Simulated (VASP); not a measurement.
The system is MoBrF3.

```xyz
5
Lattice="4.1463 0.0000 0.0000 0.0000 4.1463 0.0000 0.0000 0.0000 4.1463" Properties=species:S:1:pos:R:3 pbc="T T T"
Mo    0.0000    0.0000    0.0000
Br    2.0732    2.0732    2.0732
F     2.0732    2.0732    0.0000
F     2.0732    0.0000    2.0732
F     0.0000    2.0732    2.0732
```

The cell was built from a structure type or drawn by symmetry, and may not be a known phase.

```yaml
Program: VASP 6.6.1
Task: relaxation of cell and atoms
Functional: PBE
Potentials_or_basis: VASP PAW PBE potentials, release 64 (Mo_sv, Br, F)
Cutoff: 600 eV
k_mesh: 4 × 4 × 4
Occupations: gaussian, width 0.1 eV
Spin: collinear spin
Starting_moments: "[1.0, 0.0, 0.0, 0.0, 0.0] μB"
```

At the start: pressure 28.5 GPa; volume 14.26 Å³/atom.

Problem. How do energy, volume and symmetry change on relaxing?

Solution. Over 4 steps the energy falls by 341.5 meV/atom and the volume is 19.24 Å³/atom (+34.9 %); space group Pm-3m (No. 221, to 0.1 Å) before and after; moment 3.50 μB per cell.

The path:
```
step  energy change (eV)  largest force (eV/Å)  pressure (GPa)  volume (Å³)
   1              0.0000                0.0000           28.48        71.28
   2             -1.6744                0.0000           -2.23       100.75
   3             -1.7068                0.0000            0.34        95.54
   4             -1.7075                0.0000           -0.01        96.18
```

Final structure:
```xyz
5
Lattice="4.5817 0.0000 0.0000 0.0000 4.5817 0.0000 0.0000 0.0000 4.5817" Properties=species:S:1:pos:R:3 pbc="T T T"
Mo    0.0000    0.0000    0.0000
Br    2.2909    2.2909    2.2909
F     2.2909    2.2909    0.0000
F     2.2909    0.0000    2.2909
F     0.0000    2.2909    2.2909
```

Caveat: the k points lie up to 0.34 Å⁻¹ apart in the final cell; the volume moved by over 15 % at a fixed basis, so the end points are rough.
